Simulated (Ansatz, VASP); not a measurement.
**Two plane-wave programs on TlCl**

```
Tl Cl
1.0
     3.83883    0.00000    0.00000
     0.00000    3.83883    0.00000
     0.00000    0.00000    3.83883
Tl Cl
1 1
Cartesian
  0.0000 0.0000 0.0000
  1.9194 1.9194 1.9194
```

Alike in both runs: task single point; functional PBE; k mesh 4 × 4 × 4; no spin polarisation.

|  | VASP | Ansatz |
| --- | --- | --- |
| version | VASP 6.6.1 | Ansatz 0.2.0 |
| potentials or method | VASP PAW PBE potentials, release 64 (Tl_d, Cl) | plane waves |
| plane-wave cutoff (eV) | 500 | 420 |
| occupations | gaussian, width 0.01 eV | fixed |
| valence electrons in the cell | 20 | 20 |

|  | VASP | Ansatz | Ansatz less VASP |
| --- | --- | --- | --- |
| gap on the k mesh at the Fermi level (eV) | 2.09 | 2.08 | -0.007 |
| pressure (GPa) | 1.2 | 1.3 | +0.07 |

Neither program's run includes spin-orbit coupling.
